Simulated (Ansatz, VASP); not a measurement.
# ZnO in VASP and in Ansatz

```
Zn O
1.0
     3.23488    0.00000    0.00000
    -1.61744    2.80149    0.00000
     0.00000    0.00000    5.21227
Zn O
2 2
Direct
  0.66667 0.33333 0.50043
  0.33333 0.66667 0.00043
  0.66667 0.33333 0.87988
  0.33333 0.66667 0.37988
```

Alike in both runs: functional r2SCAN; k mesh 9 × 9 × 6; occupations gaussian, width 0.02 eV; no spin polarisation.

Ansatz relaxed the structure, and its values are those at the end. VASP's run is a single point on that final structure, the one shown.

```csv
,VASP,Ansatz
version,VASP 6.6.1,Ansatz 0.2.0
potentials or method,"VASP PAW PBE potentials, release 64 (Zn, O_h), cutoff 910 eV","scalar-relativistic, plane waves, PAW"
valence electrons in the cell,36,36
```

|  | VASP | Ansatz | Ansatz less VASP |
| --- | --- | --- | --- |
| gap on the k mesh at the Fermi level (eV) | 1.24 | 1.24 | +0.001 |
| least direct gap on the mesh (eV) | 1.24 | 1.24 | +0.001 |

VASP's potentials were made for PBE, not for r2SCAN. The functional is the same, so the differences come from potentials, cutoffs and numerics.

Noted on VASP's run: the cutoff is short for stress, so the pressure is rough.
